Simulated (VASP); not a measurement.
KF (Carobbiite):

```
CELL_PARAMETERS angstrom
0.00000 2.65896 2.65896
2.65896 0.00000 2.65896
2.65896 2.65896 0.00000
ATOMIC_POSITIONS crystal
K 0.00000 0.00000 0.00000
F 0.50000 0.50000 0.50000
```

Base run:

- Program: VASP 6.6.1
- Functional: PBE
- Potentials or basis: VASP PAW PBE potentials, release 64 (K_sv, F)
- Cutoff: 520 eV
- k mesh: 8 × 8 × 8
- Occupations: gaussian, width 0.01 eV
- Spin: no spin polarisation

Its results: band gap on the k mesh 6.24 eV, direct; electronic dielectric tensor (diagonal) 1.99.

Problem. The run is repeated on the same cell with these changes: functional from PBE to r2SCAN. What comes out?

Solution. Band gap on the k mesh 6.91 eV, direct; electronic dielectric tensor (diagonal) 1.93.

r2SCAN gives the wider gap, since meta-GGAs in the generalised Kohn-Sham scheme recover part of the derivative discontinuity.

A k mesh can miss the band edges.
